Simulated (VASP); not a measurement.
A run of VASP 6.6.1 is set up as follows.

File INCAR:

```
ALGO = Normal
EDIFF = 1E-6
EDIFFG = -0.08
ENCUT = 600
GGA = PE
IBRION = 2
ISIF = 3
ISMEAR = 0
LASPH = True
LCHARG = False
LREAL = False
LWAVE = False
NELM = 80
NSW = 36
PREC = Accurate
SIGMA = 0.2
```

The input KPOINTS:

```
k-points
0
Gamma
  4 4 2
```

The input POSCAR:

```
Sn2Bi3O3
1.0
    4.3844231600      0.0000000000      0.0000000000
    0.0000000000      4.4264696900      0.0000000000
    0.0000000000      0.0000000000      8.9637940500
Sn Bi O
2 3 3
Direct
    0.0000000000      0.0000000000      0.2542705000
    0.0000000000      0.0000000000      0.7457295000
    0.5000000000      0.5000000000      0.2413245500
    0.5000000000      0.5000000000      0.7586754500
    0.5000000000      0.0000000000      0.5000000000
    0.5000000000      0.0000000000      0.0000000000
    0.0000000000      0.5000000000      0.5000000000
    0.0000000000      0.5000000000      0.0000000000
```

Potentials or basis: VASP PAW PBE potentials, release 64 (Sn_d, Bi_d, O).

Run with:

```sh
$ cat potpaw_PBE.64/Sn_d/POTCAR potpaw_PBE.64/Bi_d/POTCAR potpaw_PBE.64/O/POTCAR > POTCAR
$ mpirun -np 1 vasp_std > vasp.out
```

Question: Estimate the space group after relaxing (to 0.1 Å).

Answer: Pmmm (No. 47).

Question: Estimate the relaxed volume.

Answer: 20.14 Å³/atom.

Question: What does it give for the band gap on the k mesh?

Answer: Zero (an odd number of electrons rules out a gap without spin polarisation).

Question: What does it give for the relaxed cell?

Answer: a = 4.713 Å, b = 4.565 Å, c = 7.487 Å, α = 90.00°, β = 90.00°, γ = 90.00°.

The path:
| step | energy change (eV) | largest force (eV/Å) | pressure (GPa) | volume (Å³) |
| --- | --- | --- | --- | --- |
| 1 | 0.0000 | 2.3070 | -2.15 | 173.96 |
| 2 | -1.6377 | 2.0294 | -1.77 | 166.33 |
| 3 | -0.6335 | 7.6068 | 19.80 | 139.83 |
| 4 | -2.1738 | 1.8340 | 1.01 | 159.81 |
| 5 | -2.7966 | 0.8551 | 6.22 | 150.19 |
| 6 | -2.8827 | 1.0799 | -2.69 | 169.23 |
| 7 | -3.0561 | 0.3008 | 0.55 | 160.24 |
| 8 | -3.0942 | 0.2754 | -0.47 | 161.92 |
| 9 | -3.0951 | 0.2775 | -0.63 | 162.23 |
| 10 | -3.1155 | 0.2120 | 0.20 | 160.48 |
| 11 | -3.1194 | 0.1892 | 0.77 | 159.38 |
| 12 | -3.1327 | 0.0796 | 0.08 | 161.10 |

Caveat: a cell axis changed by over 15 % at a fixed basis, so the end point is rough; spin-orbit coupling is left out, which moves the levels of the heavy elements; the relaxation stopped at a loose force limit of 0.08 eV/Å, so its end isn't a converged minimum.
